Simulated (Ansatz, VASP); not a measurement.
**Two plane-wave programs on W**

```
W
1.0
     0.00000    1.96294    1.96294
     1.96294    0.00000    1.96294
     1.96294    1.96294    0.00000
W
1
Cartesian
  0.0000 0.0000 0.0000
```

Alike in both runs: task single point; functional PBEsol; k mesh 22 × 22 × 22; occupations gaussian, width 0.15 eV; no spin polarisation.

|  | VASP | Ansatz |
| --- | --- | --- |
| version | VASP 6.6.1 | Ansatz 0.2.0 |
| potentials or method | VASP PAW PBE potentials, release 64 (W_sv), cutoff 500 eV | scalar-relativistic, plane waves, PAW |
| valence electrons in the cell | 14 | 14 |

VASP gave:

| Property | Result |
| --- | --- |
| gap on the k mesh at the Fermi level (eV) | none |
| pressure (GPa) | 19.3 |

Q: Which values does Ansatz return?

A: gap on the k mesh at the Fermi level (eV): none; pressure (GPa): 18.4.

VASP's potentials were made for PBE, not for PBEsol, and Ansatz warns of the same on its side. A gap of «none» marks a metal or a gap that the smearing closes. The functional is the same, so the differences come from potentials, cutoffs and numerics.

Neither program's run includes spin-orbit coupling.
